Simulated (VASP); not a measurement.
**AlCo: single point with PBEsol**

Crystal: AlCo.

```
Al Co
1.0
     2.82259    0.00000    0.00000
     0.00000    2.82259    0.00000
     0.00000    0.00000    2.82259
Al Co
1 1
Cartesian
  -0.0354 0.0354 0.0000
  1.4113 1.4113 1.4113
```

This cell differs from its parent crystal: all Al atoms moved -0.050 Å, as atom 1 along Cartesian [1 -1 0].

```json
{"Program": "VASP 6.6.1", "Task": "single point", "Functional": "PBEsol", "Potentials or basis": "VASP PAW PBE potentials, release 64 (Al, Co)", "Cutoff": "520 eV", "k mesh": "22 × 22 × 22", "Occupations": "gaussian, width 0.15 eV", "Spin": "no spin polarisation", "Dipole correction": "no", "Further INCAR settings": "ALGO = Fast; EDIFF = 1e-06; NBANDS = 13"}
```

```
Pressure               : 0.2 GPa
Largest force          : 0.398 eV/Å
Band gap on the k mesh : zero (band 6 reaches 13.20 eV, above the bottom of band 7 at 10.57 eV)
```

Forces in eV/Å, atoms in the order of the input:
```
Al   0.281 -0.281  0.000
Co  -0.281  0.281  0.000
```

Stress tensor (GPa, compression positive):
```
 0.21 -0.23  0.00
-0.23  0.21  0.00
 0.00  0.00  0.29
```

Levels at points of the mesh, in eV from the Fermi level:
```
           k point  band 4  band 5  band 6  band 7  band 8  band 9
(0.00, 0.00, 0.00)   -0.84   -0.84   -0.84    6.12    6.13    6.13
(0.50, 0.00, 0.00)   -1.75   -1.75   -0.72    0.19    8.48   10.76
(0.00, 0.00, 0.50)   -1.75   -1.75   -0.72    0.19    8.48   10.77
(0.50, 0.50, 0.00)   -2.69   -1.54   -1.54   -0.25    2.50    3.69
(0.00, 0.50, 0.50)   -2.71   -1.53   -1.53   -0.25    2.50    3.69
(0.50, 0.50, 0.50)   -0.21   -0.21    2.38    2.38    2.38    4.40
```

Wall time 19 min on 1 thread of AMD EPYC 7R13 (shared host), peak memory 0.55 GiB.

Caveat: the cell differs from its parent crystal (all Al atoms moved -0.050 Å, as atom 1 along Cartesian [1 -1 0]); the PAW data sets were made with another functional, which shifts forces and pressure a little. Spin polarisation is off, so any magnetic state and its effect on volume and gap are missing.
